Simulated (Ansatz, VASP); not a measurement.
## ZnF2 in VASP and in Ansatz

```
Zn F
1.0
     4.70205    0.00000    0.00000
     0.00000    4.70205    0.00000
     0.00000    0.00000    3.11067
Zn F
2 4
Direct
  0.00000 0.00000 0.00000
  0.50000 0.50000 0.50000
  0.30438 0.30438 0.00000
  0.19562 0.80438 0.50000
  0.69562 0.69562 0.00000
  0.80438 0.19562 0.50000
```

Alike in both runs: task single point; functional PBE; k mesh 4 × 4 × 6; no spin polarisation.

```csv
,VASP,Ansatz
version,VASP 6.6.1,Ansatz 0.2.0
potentials or method,"VASP PAW PBE potentials, release 64 (Zn, F)","plane waves, PAW"
plane-wave cutoff (eV),600,420
occupations,"gaussian, width 0.01 eV",fixed
valence electrons in the cell,52,52
```

Ansatz gave:

| Quantity | Value |
| --- | --- |
| gap on the k mesh at the Fermi level (eV) | 3.64 |
| pressure (GPa) | 7.4 |
| traceless stress, the component that is largest in VASP (GPa) | 1.09 |
| rms of the force components (eV/Å) | 0.057 |

Question: What did VASP give for the same quantities?

Answer: gap on the k mesh at the Fermi level (eV): 3.56; pressure (GPa): 8.0; traceless stress, the component that is largest in VASP (GPa): 1.34; rms of the force components (eV/Å): 0.065.

Atom by atom the forces differ by 0.008 eV/Å (rms over components).
